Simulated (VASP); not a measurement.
Input of a VASP 6.6.1 run:

INCAR

```
SYSTEM = Ni
ALGO = Normal
EDIFF = 1E-6
ENCUT = 600
GGA = PE
GGA_COMPAT = .FALSE.
ISIF = 2
ISMEAR = -1
ISPIN = 2
LASPH = .TRUE.
LCHARG = .TRUE.
LELF = .TRUE.
LMAXMIX = 4
LORBIT = 11
LREAL = .FALSE.
LVHAR = .TRUE.
LWAVE = .FALSE.
MAGMOM = 2
NBANDS = 15
NELM = 200
PREC = Accurate
SIGMA = 0.003
```

The input KPOINTS:

```
k-points
0
G
  14 14 14
  0 0 0
```

File POSCAR:

```
Ni
1.0
    0.0000000000      1.7638000000      1.7638000000
    1.7638000000      0.0000000000      1.7638000000
    1.7638000000      1.7638000000      0.0000000000
Ni
1
Direct
    0.0000000000      0.0000000000      0.0000000000
```

Potentials or basis: VASP PAW PBE potentials, release 64 (Ni).

Launch:

```sh
$ cat potpaw_PBE.64/Ni/POTCAR > POTCAR
$ mpirun -np 1 vasp_std > vasp.out
```

Q: Estimate the pressure.

A: -2.0 GPa.

Q: What does it give for the net moment?

A: 0.58 μB per cell.

Q: Estimate the site moments.

A: Ni +0.60 μB.
